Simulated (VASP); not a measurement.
Here is a VASP 6.6.1 calculation.

The input INCAR:

```
ALGO     = Fast           # electronic algorithm
EDIFF    = 1E-6           # SCF threshold, eV
ENCUT    = 520            # plane-wave cutoff, eV
GGA      = PE             # functional
ISIF     = 2              # what is computed and relaxed
ISMEAR   = -1             # smearing method
LASPH    = T              # aspherical terms in the spheres
LCHARG   = T              # write CHGCAR
LELF     = T              # ELF
LREAL    = F              # projectors in reciprocal space
LVHAR    = T            
LWAVE    = F              # write WAVECAR
NBANDS   = 19             # bands
NELM     = 80             # most SCF steps
PREC     = Accurate       # precision mode
SIGMA    = 0.05           # smearing width, eV
```

Contents of KPOINTS:

```
k-points
0
Gamma
  8 8 5
```

The input POSCAR:

```
Zr
1.0
    3.2320000000      0.0000000000      0.0000000000
   -1.6160000000      2.7989941050      0.0000000000
    0.0000000000      0.0000000000      5.0440600000
Zr
2
Direct
    0.6666666667      0.3333333333      0.7500000000
    0.3333333333      0.6666666667      0.2500000000
```

Potentials or basis: VASP PAW PBE potentials, release 64 (Zr_sv).

The run is started by

```console
$ cat potpaw_PBE.64/Zr_sv/POTCAR > POTCAR
$ mpirun -np 1 vasp_std > vasp.out
```

(1) What does it give for the band gap on the k mesh?

(2) What does it give for the pressure?

## Answers

(1) zero (bands 12 and 13 overlap by 1.10 eV).

(2) 2.7 GPa.
